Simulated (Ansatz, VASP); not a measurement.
One calculation of BaHf2O4, two programs

INCAR

```
ALGO     = Normal         # electronic algorithm
EDIFF    = 1E-6           # SCF threshold, eV
EDIFFG   = -0.08          # ionic threshold
ENCUT    = 600            # plane-wave cutoff, eV
GGA      = PE             # functional
IBRION   = 2              # ionic algorithm
ISIF     = 3              # what is computed and relaxed
ISMEAR   = 0              # smearing method
LASPH    = T              # aspherical terms in the spheres
LCHARG   = F              # write CHGCAR
LREAL    = F              # projectors in reciprocal space
LWAVE    = F              # write WAVECAR
NELM     = 60             # most SCF steps
NSW      = 36             # ionic steps
PREC     = Accurate       # precision mode
SIGMA    = 0.2            # smearing width, eV
```

File KPOINTS:

```
k-points
0
Gamma
  4 4 4
```

The input POSCAR:

```
BaHf2O4
1.0
    1.9931268600     -6.5891433700      0.0000000000
    1.9931268600      6.5891433700      0.0000000000
    0.0000000000      0.0000000000      3.9373114000
Ba Hf O
1 2 4
Direct
    0.0000000000      0.0000000000      0.0000000000
    0.4111044600      0.5888955400      0.5000000000
    0.5888955400      0.4111044600      0.5000000000
    0.1885625800      0.8114374200      0.5000000000
    0.3044119300      0.6955880700      0.0000000000
    0.8114374200      0.1885625800      0.5000000000
    0.6955880700      0.3044119300      0.0000000000
```

Input for Ansatz:

```yaml
crystal:
  lattice:
    - [1.99312686, -6.58914337, 0.0]
    - [1.99312686, 6.58914337, 0.0]
    - [0.0, 0.0, 3.9373114]
  atoms:
    - { symbol: Ba, position: [0.0, 0.0, 0.0] }
    - { symbol: Hf, position: [0.41110446, 0.58889554, 0.5] }
    - { symbol: Hf, position: [0.58889554, 0.41110446, 0.5] }
    - { symbol: O, position: [0.18856258, 0.81143742, 0.5] }
    - { symbol: O, position: [0.30441193, 0.69558807, 0.0] }
    - { symbol: O, position: [0.81143742, 0.18856258, 0.5] }
    - { symbol: O, position: [0.69558807, 0.30441193, 0.0] }
basis:
  ecutwfc: 420
kpoints:
  mp_grid: { grid: [4, 4, 4] }
hamiltonian:
  xc: pbe
scf:
  occupations: { method: gaussian, width: 0.2 }
  lower_state_search: "off"
output:
  forces: true
  stress: true
  eigenvalues: true
relax:
  adjacent_minimum: "off"
  f_tol: 0.08
  max_steps: 16
  cell: { stress_tol: 0.8 }
```

Change from the starting cell: species swapped into the CeRe4Si2 type (Cmmm, No. 65).

Alike in both runs: task relaxation of cell and atoms; functional PBE; k mesh 4 × 4 × 4; occupations gaussian, width 0.2 eV; no spin polarisation.

|  | VASP | Ansatz |
| --- | --- | --- |
| version | VASP 6.6.1 | Ansatz 0.2.0 |
| potentials or method | VASP PAW PBE potentials, release 64 (Ba_sv, Hf_pv, O), cutoff 600 eV | scalar-relativistic, plane waves, PAW |
| valence electrons in the cell | 54 | 86 |

Ansatz gave:

```
gap on the k mesh at the Fermi level, each at its own relaxed structure (eV) : none
relaxed volume (Å³/atom)                                                     : 16.13
relaxed cell length with the largest relative difference (Å)                 : 6.868
```

Which values does VASP return?

gap on the k mesh at the Fermi level, each at its own relaxed structure (eV): none; relaxed volume (Å³/atom): 16.02; relaxed cell length with the largest relative difference (Å): 6.852.

A gap of «none» marks a metal or a gap that the smearing closes. VASP's potentials hold 54 valence electrons a cell and Ansatz's 86, so a difference there can come from the potentials and not from the codes.

The k mesh is coarse, so the values compare programs but aren't converged. Neither program's run includes spin-orbit coupling.
